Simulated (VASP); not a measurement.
# Bi2Te3 (R3m) in VASP: a series of runs

Bi2Te3 is run at these levels: LDA; tasks: single point.

Everything below comes from runs of VASP 6.6.1. Logs are shortened: lines on timing, memory, paths and dates and some standing lists are left out, and cuts for length are marked.

## (1) The cell of the first run

It takes space group R3m (No. 160, trigonal). Conventional cell: a = 4.475 Å, b = 4.475 Å, c = 30.233 Å, α = 90.00°, β = 90.00°, γ = 120.00°. Bi (site symmetry 3m) has 3 Te at 3.07 Å and 3 Bi at 3.47 Å within 4.0 Å. Bi (site symmetry 3m) has 9 Te at 3.31 to 4.74 Å and 9 Bi at 3.47 to 4.48 Å within 4.8 Å. Within 4.1 Å of Te (site symmetry 3m) lie 6 Te at 3.08 to 3.49 Å. Te (site symmetry 3m) has 3 Bi at 3.07 Å and 3 Te at 3.49 Å within 4.0 Å. Te (site symmetry 3m) has 3 Te at 3.08 Å and 3 Bi at 3.31 Å within 4.1 Å.

## (2) Single point, LDA

File INCAR:

```
SYSTEM = Bi2Te3
  PREC = Accurate
  ENCUT = 520
  EDIFF = 1E-6
  ISMEAR = -1
  SIGMA = 0.1
  LREAL = .FALSE.
  LASPH = .TRUE.
  NELM = 60
  ALGO = Normal
  ISIF = 2
  LWAVE = .FALSE.
  LCHARG = .FALSE.
  NBANDS = 32
```

File KPOINTS:

```
Automatic mesh
0
G
  6 6 6
  0 0 0
```

File POSCAR:

```
Bi2Te3
1.0
    2.2375625433      1.2918572663     10.0775592077
   -2.2375625433      1.2918572663     10.0775592077
    0.0000000000     -2.5837145326     10.0775592077
Bi Te
2 3
Direct
    0.1880000000      0.1880000000      0.1880000000
    0.5980000000      0.5980000000      0.5980000000
    0.3890000000      0.3890000000      0.3890000000
    0.8000000000      0.8000000000      0.8000000000
    0.0000000000      0.0000000000      0.0000000000
```

Potentials or basis: VASP PAW LDA potentials, release 64 (Bi_d, Te).

On the command line:

```bash
$ cat potpaw_LDA.64/Bi_d/POTCAR potpaw_LDA.64/Te/POTCAR > POTCAR
$ mpirun -np 1 vasp_std > vasp.out
```

OUTCAR:

```text
SYSTEM = Bi2Te3
   PREC = Accurate
   ENCUT = 520
   EDIFF = 1E-6
   ISMEAR = -1
   LREAL = .FALSE.
   LASPH = .TRUE.
   NELM = 60
   ISIF = 2

 ion  position               nearest neighbor table
   1  0.188  0.188  0.188-   4 3.07   4 3.07   4 3.07   2 3.47   2 3.47   2 3.47
   2  0.598  0.598  0.598-   5 3.31   5 3.31   5 3.31   1 3.47   1 3.47   1 3.47
   3  0.389  0.389  0.389-   5 3.08   5 3.08   5 3.08   4 3.49   4 3.49   4 3.49
   4  0.800  0.800  0.800-   1 3.07   1 3.07   1 3.07   3 3.49   3 3.49   3 3.49
   5  0.000  0.000  0.000-   3 3.08   3 3.08   3 3.08   2 3.31   2 3.31   2 3.31

  LATTYP: Found a trigonal (rhomboedric) cell.
 ALAT       =    10.4034984941
 COS(alpha) =     0.9074829993

  Lattice vectors:

 A1 = (   2.2375625433,   1.2918572663,  10.0775592077)
 A2 = (  -2.2375625433,   1.2918572663,  10.0775592077)
 A3 = (   0.0000000000,  -2.5837145326,  10.0775592077)

Analysis of symmetry for initial positions (statically):
=====================================================================
 Subroutine PRICEL returns:
 Original cell was already a primitive cell.

 Routine SETGRP: Setting up the symmetry group for a
 trigonal (rhombohedral) supercell.

 Subroutine GETGRP returns: Found  6 space group operations
 (whereof  6 operations were pure point group operations)
 out of a pool of 12 trial point group operations.

The static configuration has the point symmetry C_3v.

Analysis of symmetry for dynamics (positions and initial velocities):
=====================================================================
 Subroutine PRICEL returns:
 Original cell was already a primitive cell.

 Routine SETGRP: Setting up the symmetry group for a
 trigonal (rhombohedral) supercell.

 Subroutine GETGRP returns: Found  6 space group operations
 (whereof  6 operations were pure point group operations)
 out of a pool of 12 trial point group operations.

The dynamic configuration has the point symmetry C_3v.

 Subroutine INISYM returns: Found  6 space group operations
 (whereof  6 operations are pure point group operations),
 and found     1 'primitive' translations

----------------------------------------------------------------------------------------

                                     Primitive cell

  volume of cell :     174.7818

  direct lattice vectors                    reciprocal lattice vectors
     2.237562543  1.291857266 10.077559208     0.223457441  0.129013221  0.033076792
    -2.237562543  1.291857266 10.077559208    -0.223457441  0.129013221  0.033076792
     0.000000000 -2.583714533 10.077559208     0.000000000 -0.258026441  0.033076792

  length of vectors
    10.403498494 10.403498494 10.403498468     0.260137874  0.260137874  0.260137884

  position of ions in fractional coordinates (direct lattice)
     0.188000000  0.188000000  0.188000000
     0.598000000  0.598000000  0.598000000
     0.389000000  0.389000000  0.389000000
     0.800000000  0.800000000  0.800000000
     0.000000000  0.000000000  0.000000000

  ion indices of the primitive-cell ions
   primitive index   ion index
                 1           1
                 2           2
                 3           3
                 4           4
                 5           5

----------------------------------------------------------------------------------------

 KPOINTS: Automatic mesh

Automatic generation of k-mesh.
 Grid dimensions read from file:
 generate k-points for:    6    6    6

 Generating k-lattice:

  Cartesian coordinates                     Fractional coordinates (reciprocal lattice)
     0.037242907  0.021502203  0.005512799     0.166666667  0.000000000 -0.000000000
    -0.037242907  0.021502203  0.005512799     0.000000000  0.166666667 -0.000000000
     0.000000000 -0.043004407  0.005512799    -0.000000000 -0.000000000  0.166666667

  Length of vectors
     0.043356312  0.043356312  0.043356314

  Shift w.r.t. Gamma in fractional coordinates (k-lattice)
     0.000000000  0.000000000  0.000000000

 Subroutine IBZKPT returns following result:
 ===========================================

 Found     32 irreducible k-points:

 Following reciprocal coordinates:
            Coordinates               Weight
  0.000000  0.000000  0.000000      1.000000
  0.166667  0.000000 -0.000000      6.000000
  0.333333  0.000000  0.000000      6.000000
  0.500000  0.000000  0.000000      3.000000
  0.166667  0.166667 -0.000000      6.000000
  0.333333  0.166667  0.000000     12.000000
[... 16 lines left out ...]
  0.500000  0.500000  0.166667      6.000000
 -0.333333  0.500000  0.166667     12.000000
 [... further k-points ...]
   k-points           NKPTS =     32   k-points in BZ     NKDIM =     32   number of bands    NBANDS=     32
   number of dos      NEDOS =    301   number of ions     NIONS =      5
   total plane-waves  NPLWV = 512000
   dimension x,y,z NGX =    80 NGY =   80 NGZ =   80
   dimension x,y,z NGXF=   160 NGYF=  160 NGZF=  160
   ions per type =               2   3
   NGX,Y,Z   is equivalent  to a cutoff of  12.78, 12.78, 12.78 a.u.
   NGXF,Y,Z  is equivalent  to a cutoff of  25.57, 25.57, 25.57 a.u.
 SYSTEM =  Bi2Te3
   PREC   = accura    normal or accurate (medium, high low for compatibility)
   ISTART =      0    job   : 0-new  1-cont  2-samecut
   ICHARG =      2    charge: 1-file 2-atom 10-const
   ISPIN  =      1    spin polarized calculation?
   LNONCOLLINEAR =      F non collinear calculations
   LSORBIT =      F    spin-orbit coupling
   LASPH  =      T    aspherical Exc in radial PAW
   ENCUT  =  520.0 eV  38.22 Ry    6.18 a.u.  19.34 19.34 19.34*2*pi/ulx,y,z
   NELM   =     60;   NELMIN=  2; NELMDL= -5     # of ELM steps
   EDIFF  = 0.1E-05   stopping-criterion for ELM
   LREAL  =      F    real-space projection
   EDIFFG = 0.1E-04   stopping-criterion for IOM
   NSW    =      0    number of steps for IOM
   IBRION =     -1    ionic relax: 0-MD 1-quasi-New 2-CG
   NFREE  =      0    steps in history (QN), initial steepest desc. (CG)
   ISIF   =      2    stress and relaxation
   ISYM   =      2    0-nonsym 1-usesym 2-fastsym
   POTIM  = 0.5000    time-step for ionic-motion
   TEBEG  =    0.0;   TEEND  =   0.0 temperature during run
   PSTRESS=    0.0 pullay stress
   NELECT =      48.0000    total number of electrons
   NUPDOWN=      -1.0000    fix difference up-down
   EMIN   =  10.00;   EMAX   =-10.00  energy-range for DOS
   EFERMI =   0.00;   METHOD = LEGACY
   ISMEAR =    -1;   SIGMA  =   0.10  broadening in eV -4-tet -1-fermi 0-gaus
   EFERMI_NEDOS =   21; number of points for ismear=-14 and -15
   IALGO  =     38    algorithm
   IMIX   =      4    mixing-type and parameters
     AMIX     =   0.40;   BMIX     =  1.00
     AMIX_MAG =   1.60;   BMIX_MAG =  1.00
  volume/ion in A,a.u.               =      34.96       235.90
  Fermi-wavevector in a.u.,A,eV,Ry     =   1.064118  2.010891 15.406519  1.132347
  Thomas-Fermi vector in A             =   2.199626
   LORBIT       =      0    0 simple, 1 ext, 2 COOP (PROOUT), +10 PAW based schemes
   GGA     = CA    functional components
   LHFCALC =     F    Hartree Fock is set to
   AEXX    =    0.0000 exact exchange contribution
   IVDW    =     0    specifies the selected vdW correction
   LEPSILON=     F    determine dielectric tensor
   LRPA    =     F    only Hartree local field effects (RPA)
 non-spin polarized calculation
  energy-cutoff  :      520.00
  volume of cell :      174.78
 maximum number of plane-waves:      4738
 NGX is ok and might be reduce to    80
   NGX = 39   NGY = 39   NGZ = 39

 number of electron      48.0000004 magnetization

 Free energy of the ion-electron system (eV)
  ---------------------------------------------------
  ext. energy  EPLUGINS =         0.00000000
  ---------------------------------------------------
  free energy    TOTEN  =       -20.15511635 eV

  energy without entropy =      -20.08468016  energy(sigma->0) =      -20.11989826

 E-fermi :   5.7596     XC(G=0):  -9.4685

 val. band max:        5.7363718595   @ k =   0.5000   0.3333   0.0000
 cond. band min:       5.8117693630   @ k =   0.1667   0.1667   0.1667
 fundamental gap:      0.0753975035
 Fermi energy:         5.7596157643

 k-point     1 :       0.0000    0.0000    0.0000
  band No.  band energies     occupation
      1     -17.2561      2.00000
      2     -17.2561      2.00000
      3     -17.2309      2.00000
      4     -17.2309      2.00000
      5     -17.2254      2.00000
      6     -16.7007      2.00000
[... 24 lines left out ...]
     31      10.4487      0.00000
     32      10.6985      0.00000

 k-point     2 :       0.1667    0.0000   -0.0000
  band No.  band energies     occupation
      1     -17.2569      2.00000
      2     -17.2538      2.00000
      3     -17.2317      2.00000
      4     -17.2305      2.00000
      5     -17.2237      2.00000
      6     -16.7029      2.00000
[... 24 lines left out ...]
     31       9.7674      0.00000
     32      10.6556      0.00000

 k-point     3 :       0.3333    0.0000    0.0000
  band No.  band energies     occupation
      1     -17.2587      2.00000
      2     -17.2500      2.00000
      3     -17.2334      2.00000
      4     -17.2288      2.00000
      5     -17.2200      2.00000
      6     -16.7079      2.00000
[... 24 lines left out ...]
     31       9.5244      0.00000
     32      10.5691      0.00000

 k-point     4 :       0.5000    0.0000    0.0000
  band No.  band energies     occupation
      1     -17.2597      2.00000
      2     -17.2485      2.00000
      3     -17.2342      2.00000
      4     -17.2276      2.00000
      5     -17.2181      2.00000
      6     -16.7105      2.00000
[... 654 lines left out ...]
     31       9.9205      0.00000
     32      11.3216      0.00000

 k-point    23 :       0.5000    0.5000    0.1667
  band No.  band energies     occupation
      1     -17.2587      2.00000
      2     -17.2500      2.00000
      3     -17.2334      2.00000
      4     -17.2288      2.00000
      5     -17.2200      2.00000
      6     -16.7079      2.00000
[... 24 lines left out ...]
     31       9.3726      0.00000
     32      10.4986      0.00000

 k-point    24 :      -0.3333    0.5000    0.1667
  band No.  band energies     occupation
      1     -17.2587      2.00000
      2     -17.2490      2.00000
      3     -17.2330      2.00000
      4     -17.2289      2.00000
      5     -17.2186      2.00000
      6     -16.7084      2.00000
[... 24 lines left out ...]
     31       9.9130      0.00000
     32      10.9014      0.00000

 [... further k-points ...]

------------------------ aborting loop because EDIFF is reached ----------------------------------------

  FORCE on cell =-STRESS in cart. coord.  units (eV):
  Direction    XX          YY          ZZ          XY          YZ          ZX
  --------------------------------------------------------------------------------------
  -------------------------------------------------------------------------------------
  Total       -3.2806276     -3.2806272     -4.6942172      0.0000000      0.0000000      0.0000000
  in kB      -30.0726145    -30.0726112    -43.0306034      0.0000000      0.0000000      0.0000000
  external PRESSURE =     -34.3919431 kB  Pullay stress =       0.0000000 kB

 VOLUME and BASIS-vectors are now :
 -----------------------------------------------------------------------------
  energy-cutoff  :      520.00
  volume of cell :      174.78
      direct lattice vectors                 reciprocal lattice vectors
     2.237562543  1.291857266 10.077559208     0.223457441  0.129013221  0.033076792
    -2.237562543  1.291857266 10.077559208    -0.223457441  0.129013221  0.033076792
     0.000000000 -2.583714533 10.077559208     0.000000000 -0.258026441  0.033076792

 POSITION                                       TOTAL-FORCE (eV/Angst)
 -----------------------------------------------------------------------------------
      0.00000      0.00000      5.68374         0.000000      0.000000      0.573639
      0.00000      0.00000     18.07914         0.000000      0.000000      0.482270
      0.00000      0.00000     11.76051         0.000000      0.000000      0.481551
      0.00000      0.00000     24.18614         0.000000      0.000000     -0.489477
      0.00000      0.00000      0.00000         0.000000      0.000000     -1.047982
 -----------------------------------------------------------------------------------
    total drift:                               -0.000000      0.000001      0.000389

  FREE ENERGIE OF THE ION-ELECTRON SYSTEM (eV)
  ---------------------------------------------------
  free  energy   TOTEN  =       -20.1551163492 eV

  energy  without entropy=      -20.0846801639  energy(sigma->0) =      -20.11989826
```

Run time: 7.2 min. Hardware: 1 thread of Intel Xeon 6975P-C (Granite Rapids), shared host; peak memory 0.65 GiB.

Results:

* Free energy: -20.1551 eV
* Pressure: -3.4 GPa
* Largest force: 1.048 eV/Å
* Band gap on the k mesh: zero (bands 24 and 25 overlap by 0.11 eV)

Forces on the atoms (eV/Å):
```
Bi   0.000  0.000  0.574
Bi   0.000  0.000  0.482
Te   0.000  0.000  0.482
Te   0.000  0.000 -0.489
Te   0.000  0.000 -1.048
```

Caveat: the cell stands under tension; spin-orbit coupling is left out, which moves the levels of the heavy elements; forces of over 1 eV/Å act on the atoms, so gaps and moduli don't describe the material at rest.

[end of part 1 of 2]
